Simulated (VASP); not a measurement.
# Pd (Fm-3m) in VASP: notebook

Pd is run at these levels: r2SCAN; tasks: single point.

All numbers are computed with VASP 6.6.1; they aren't measurements. Logs are shortened: lines on timing, memory, paths and dates and some standing lists are left out, and cuts for length are marked.

### 1 The cell of the first run

It takes space group Fm-3m (No. 225, cubic). The conventional cell has a = 3.912 Å, b = 3.912 Å, c = 3.912 Å, α = 90.00°, β = 90.00°, γ = 90.00°. Within 3.6 Å of Pd (site symmetry m-3m) lie 12 Pd at 2.77 Å.

### 2 Single point, r2SCAN

The input, POSCAR:

```
Pd
1.0
    0.0000000000      1.9558504376      1.9558504376
    1.9558504376      0.0000000000      1.9558504376
    1.9558504376      1.9558504376      0.0000000000
Pd
1
Direct
    0.0000000000      0.0000000000      0.0000000000
```

The input, INCAR.step1:

```
SYSTEM = Pd
ALGO = Normal ; EDIFF = 1E-4
ENCUT = 520 ; GGA = PE
ISMEAR = -1 ; LASPH = .TRUE.
LCHARG = .FALSE. ; LREAL = .FALSE.
LWAVE = .TRUE. ; NBANDS = 11
NELM = 60 ; PREC = Accurate
SIGMA = 0.1
```

The input, INCAR.step2:

```
SYSTEM = Pd
ALGO = Normal ; EDIFF = 1E-6
ENCUT = 520 ; ISIF = 2
ISMEAR = -1 ; ISTART = 1
LASPH = .TRUE. ; LCHARG = .TRUE.
LELF = .TRUE. ; LMIXTAU = .TRUE.
LREAL = .FALSE. ; LVHAR = .TRUE.
LWAVE = .FALSE. ; METAGGA = R2SCAN
NBANDS = 11 ; NELM = 60
PREC = Accurate ; SIGMA = 0.1
```

The input, KPOINTS:

```
k-points
0
G
  20 20 20
  0 0 0
```

Potentials or basis: VASP PAW PBE potentials, release 64 (Pd).

Launch:

```bash
$ cat potpaw_PBE.64/Pd/POTCAR > POTCAR
$ cp INCAR.step1 INCAR
$ mpirun -np 1 vasp_std > vasp.out
$ cp INCAR.step2 INCAR
$ mpirun -np 1 vasp_std > vasp.out
```

OUTCAR:

```text
SYSTEM = Pd
   EDIFF = 1E-6
   ENCUT = 520
   ISIF = 2
   ISMEAR = -1
   ISTART = 1
   LASPH = .TRUE.
   LREAL = .FALSE.
   METAGGA = R2SCAN
   NELM = 60
   PREC = Accurate

 ion  position               nearest neighbor table
   1  0.000  0.000  0.000-

  LATTYP: Found a face centered cubic cell.
 ALAT       =     3.9117008752

  Lattice vectors:

 A1 = (   0.0000000000,   1.9558504376,   1.9558504376)
 A2 = (   1.9558504376,   0.0000000000,   1.9558504376)
 A3 = (   1.9558504376,   1.9558504376,   0.0000000000)

Analysis of symmetry for initial positions (statically):
=====================================================================
 Subroutine PRICEL returns:
 Original cell was already a primitive cell.

 Routine SETGRP: Setting up the symmetry group for a
 face centered cubic supercell.

 Subroutine GETGRP returns: Found 48 space group operations
 (whereof 48 operations were pure point group operations)
 out of a pool of 48 trial point group operations.

The static configuration has the point symmetry O_h .

Analysis of symmetry for dynamics (positions and initial velocities):
=====================================================================
 Subroutine PRICEL returns:
 Original cell was already a primitive cell.

 Routine SETGRP: Setting up the symmetry group for a
 face centered cubic supercell.

 Subroutine GETGRP returns: Found 48 space group operations
 (whereof 48 operations were pure point group operations)
 out of a pool of 48 trial point group operations.

The dynamic configuration has the point symmetry O_h .

 Subroutine INISYM returns: Found 48 space group operations
 (whereof 48 operations are pure point group operations),
 and found     1 'primitive' translations

----------------------------------------------------------------------------------------

                                     Primitive cell

  volume of cell :      14.9636

  direct lattice vectors                    reciprocal lattice vectors
     0.000000000  1.955850438  1.955850438    -0.255643269  0.255643269  0.255643269
     1.955850438  0.000000000  1.955850438     0.255643269 -0.255643269  0.255643269
     1.955850438  1.955850438  0.000000000     0.255643269  0.255643269 -0.255643269

  length of vectors
     2.765990215  2.765990215  2.765990215     0.442787131  0.442787131  0.442787131

  position of ions in fractional coordinates (direct lattice)
     0.000000000  0.000000000  0.000000000

  ion indices of the primitive-cell ions
   primitive index   ion index
[... 73 lines left out ...]
   EDIFF  = 0.1E-05   stopping-criterion for ELM
   LREAL  =      F    real-space projection
   EDIFFG = 0.1E-04   stopping-criterion for IOM
   NSW    =      0    number of steps for IOM
   IBRION =     -1    ionic relax: 0-MD 1-quasi-New 2-CG
   NFREE  =      0    steps in history (QN), initial steepest desc. (CG)
   ISIF   =      2    stress and relaxation
   ISYM   =      2    0-nonsym 1-usesym 2-fastsym
   POTIM  = 0.5000    time-step for ionic-motion
   TEBEG  =    0.0;   TEEND  =   0.0 temperature during run
   PSTRESS=    0.0 pullay stress
   NELECT =      10.0000    total number of electrons
   NUPDOWN=      -1.0000    fix difference up-down
   EMIN   =  10.00;   EMAX   =-10.00  energy-range for DOS
   EFERMI =   0.00;   METHOD = LEGACY
   ISMEAR =    -1;   SIGMA  =   0.10  broadening in eV -4-tet -1-fermi 0-gaus
   EFERMI_NEDOS =   21; number of points for ismear=-14 and -15
   IALGO  =     38    algorithm
   IMIX   =      4    mixing-type and parameters
     AMIX     =   0.40;   BMIX     =  1.00
     AMIX_MAG =   1.60;   BMIX_MAG =  1.00
  volume/ion in A,a.u.               =      14.96       100.98
  Fermi-wavevector in a.u.,A,eV,Ry     =   1.431295  2.704756 27.872973  2.048606
  Thomas-Fermi vector in A             =   2.551047
   LORBIT       =      0    0 simple, 1 ext, 2 COOP (PROOUT), +10 PAW based schemes
   METAGGA = R2SCAN    functional components
   LHFCALC =     F    Hartree Fock is set to
   AEXX    =    0.0000 exact exchange contribution
   IVDW    =     0    specifies the selected vdW correction
   LEPSILON=     F    determine dielectric tensor
   LRPA    =     F    only Hartree local field effects (RPA)
 non-spin polarized calculation
  energy-cutoff  :      520.00
  volume of cell :       14.96
 maximum number of plane-waves:       419
 NGX is ok and might be reduce to    24
   NGX = 11   NGY = 11   NGZ = 11

 number of electron       9.9999998 magnetization

 Free energy of the ion-electron system (eV)
  ---------------------------------------------------
  ext. energy  EPLUGINS =         0.00000000
  ---------------------------------------------------
  free energy    TOTEN  =       -22.97952167 eV

  energy without entropy =      -22.91646304  energy(sigma->0) =      -22.94799236

 E-fermi :   9.3928     XC(G=0): -14.0275

 val. band max:        9.3926897297   @ k =   0.5000   0.2000   0.0000
 cond. band min:       9.3935553080   @ k =  -0.3000   0.4000   0.1500
 fundamental gap:      0.0008655784
 Fermi energy:         9.3928289427

 k-point     1 :       0.0000    0.0000    0.0000
  band No.  band energies     occupation
      1       2.2924      2.00000
      2       6.5172      2.00000
      3       6.5172      2.00000
      4       6.5172      2.00000
      5       8.0905      2.00000
      6       8.0905      2.00000
      7      27.3850      0.00000
      8      31.8631      0.00000
      9      32.2858      0.00000
     10      32.2858      0.00000
     11      32.2858      0.00000
[... 309 lines left out ...]
 k-point    24 :      -0.3500    0.0500    0.0000
  band No.  band energies     occupation
      1       4.2343      2.00000
      2       6.5615      2.00000
      3       6.6249      2.00000
      4       8.0677      2.00000
      5       8.7637      1.99630
      6       9.5291      0.40769
      7      20.0979      0.00000
      8      27.4128      0.00000
      9      31.2915      0.00000
     10      31.8974      0.00000
     11      33.0765      0.00000

 [... further k-points ...]
[... 5 lines left out ...]
  --------------------------------------------------------------------------------------
  -------------------------------------------------------------------------------------
  Total        0.0443845      0.0443845      0.0443845     -0.0000000      0.0000000      0.0000000
  in kB        4.7523175      4.7523175      4.7523175     -0.0000000      0.0000000      0.0000000
  external PRESSURE =       4.7523175 kB  Pullay stress =       0.0000000 kB

 VOLUME and BASIS-vectors are now :
 -----------------------------------------------------------------------------
  energy-cutoff  :      520.00
  volume of cell :       14.96
      direct lattice vectors                 reciprocal lattice vectors
     0.000000000  1.955850438  1.955850438    -0.255643269  0.255643269  0.255643269
     1.955850438  0.000000000  1.955850438     0.255643269 -0.255643269  0.255643269
     1.955850438  1.955850438  0.000000000     0.255643269  0.255643269 -0.255643269

 POSITION                                       TOTAL-FORCE (eV/Angst)
 -----------------------------------------------------------------------------------
      0.00000      0.00000      0.00000         0.000000      0.000000     -0.000000
 -----------------------------------------------------------------------------------
    total drift:                               -0.000000      0.000000      0.000000

  FREE ENERGIE OF THE ION-ELECTRON SYSTEM (eV)
  ---------------------------------------------------
  free  energy   TOTEN  =       -22.9795216697 eV

  energy  without entropy=      -22.9164630428  energy(sigma->0) =      -22.94799236
```

OUTCAR.step1:

```text
SYSTEM = Pd
   EDIFF = 1E-4
   ENCUT = 520
   GGA = PE
   ISMEAR = -1
   LASPH = .TRUE.
   LREAL = .FALSE.
[... 554 lines left out ...]
 -----------------------------------------------------------------------------------
      0.00000      0.00000      0.00000        -0.000000      0.000000      0.000000
 -----------------------------------------------------------------------------------
    total drift:                               -0.000000      0.000000     -0.000000

  FREE ENERGIE OF THE ION-ELECTRON SYSTEM (eV)
  ---------------------------------------------------
  free  energy   TOTEN  =        -5.2485981727 eV

  energy  without entropy=       -5.1831852822  energy(sigma->0) =       -5.21589173
```

OSZICAR.step1:

```text
N       E                     dE             d eps       ncg     rms          rms(c)
DAV:   1     0.424419193149E+02    0.42442E+02   -0.51245E+03  5664   0.850E+02
DAV:   2    -0.495187851308E+01   -0.47394E+02   -0.45822E+02  6333   0.182E+02
DAV:   3    -0.552423698438E+01   -0.57236E+00   -0.56949E+00  6738   0.212E+01
DAV:   4    -0.552683717107E+01   -0.26002E-02   -0.25998E-02  6791   0.152E+00
DAV:   5    -0.552686609937E+01   -0.28928E-04   -0.28928E-04  7327   0.144E-01    0.747E+00
DAV:   6    -0.526150015437E+01    0.26537E+00   -0.11028E+00  6937   0.853E+00    0.367E+00
DAV:   7    -0.525214896287E+01    0.93512E-02   -0.18973E-02  7328   0.913E-01    0.194E+00
DAV:   8    -0.524861514190E+01    0.35338E-02   -0.11875E-03  6985   0.293E-01    0.804E-02
DAV:   9    -0.524859817273E+01    0.16969E-04   -0.11116E-04  4861   0.893E-02
   1 F= -.52485982E+01 E0= -.52158917E+01  d E =-.654129E-01
```

Run time: 80 s. Hardware: 1 thread of Intel Xeon Platinum 8559C (Emerald Rapids), shared host; peak memory 0.17 GiB.

What came out:

| Quantity | Value |
| --- | --- |
| Free energy | -22.9795 eV |
| Pressure | 0.5 GPa |
| Band gap on the k mesh | zero (band 5 reaches 9.67 eV, above the bottom of band 6 at 8.02 eV) |

Caveat: the PAW data sets were made with another functional, which shifts forces and pressure a little.

### 3 Single point, r2SCAN

POSCAR is that of step 2.

The input, INCAR.step1:

```
SYSTEM = Pd
  ALGO = Normal
  EDIFF = 1E-4
  ENCUT = 520
  GGA = PE
  ISMEAR = -1
  LASPH = .TRUE.
  LCHARG = .FALSE.
  LREAL = .FALSE.
  LWAVE = .TRUE.
  NBANDS = 11
  NELM = 80
  PREC = Accurate
  SIGMA = 0.1
```

The input, INCAR.step2:

```
SYSTEM = Pd
  ALGO = Normal
  EDIFF = 1E-7
  ENCUT = 520
  ISIF = 2
  ISMEAR = -1
  ISTART = 1
  LASPH = .TRUE.
  LCHARG = .FALSE.
  LMIXTAU = .TRUE.
  LREAL = .FALSE.
  LWAVE = .FALSE.
  METAGGA = R2SCAN
  NBANDS = 11
  NELM = 80
  PREC = Accurate
  SIGMA = 0.1
```

The input, KPOINTS:

```
k-points
0
G
  23 23 23
  0 0 0
```

Potentials or basis: VASP PAW PBE potentials, release 64 (Pd).

Launch:

```bash
$ cat potpaw_PBE.64/Pd/POTCAR > POTCAR
$ cp INCAR.step1 INCAR
$ mpirun -np 1 vasp_std > vasp.out
$ cp INCAR.step2 INCAR
$ mpirun -np 1 vasp_std > vasp.out
```

Run time: 2.1 min. Hardware: 1 thread of Intel Xeon Platinum 8559C (Emerald Rapids), shared host; peak memory 0.19 GiB.

It converged, with:

* Free energy: -22.9802 eV
* Pressure: 0.5 GPa
* Band gap on the k mesh: zero (band 5 reaches 9.65 eV, above the bottom of band 6 at 8.03 eV)

Levels at points of the mesh, in eV from the Fermi level:
```
           k point  band 2  band 3  band 4  band 5  band 6  band 7  band 8  band 9
(0.00, 0.00, 0.00)   -2.88   -2.88   -2.88   -1.30   -1.30   17.99   22.47   22.89
```

Caveat: the PAW data sets were made with another functional, which shifts forces and pressure a little.

[end of part 1 of 2]
